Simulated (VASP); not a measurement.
A run of VASP 6.6.1:

File INCAR:

```
SYSTEM = Ca
PREC = Accurate ; ENCUT = 520
EDIFF = 1E-7 ; ISMEAR = 0
SIGMA = 0.15 ; LREAL = .FALSE.
LASPH = .TRUE. ; NELM = 60
ALGO = Fast ; ISIF = 2
LWAVE = .FALSE. ; LCHARG = .FALSE.
NBANDS = 11
```

The input KPOINTS:

```
regular mesh
0
G
  16 16 16
  0 0 0
```

File POSCAR:

```
Ca
1.0
    0.0000000000      2.8729509580      2.6431148813
    2.8729509580      0.0000000000      2.6431148813
    2.8729509580      2.8729509580      0.0000000000
Ca
1
Direct
    0.0000000000      0.0000000000      0.0000000000
```

Potentials or basis: VASP PAW LDA potentials, release 64 (Ca_sv).

Launch:

```sh
$ cat potpaw_LDA.64/Ca_sv/POTCAR > POTCAR
$ mpirun -np 1 vasp_std > vasp.out
```

Hardware: 1 thread of AMD EPYC 7R13 (shared host).

Task: Estimate the wall time of this run.

Result: It took 5 min on 1 thread of AMD EPYC 7R13, with other jobs on the host, peak memory 0.25 GiB. Counts: scf iterations 15, k points 349.
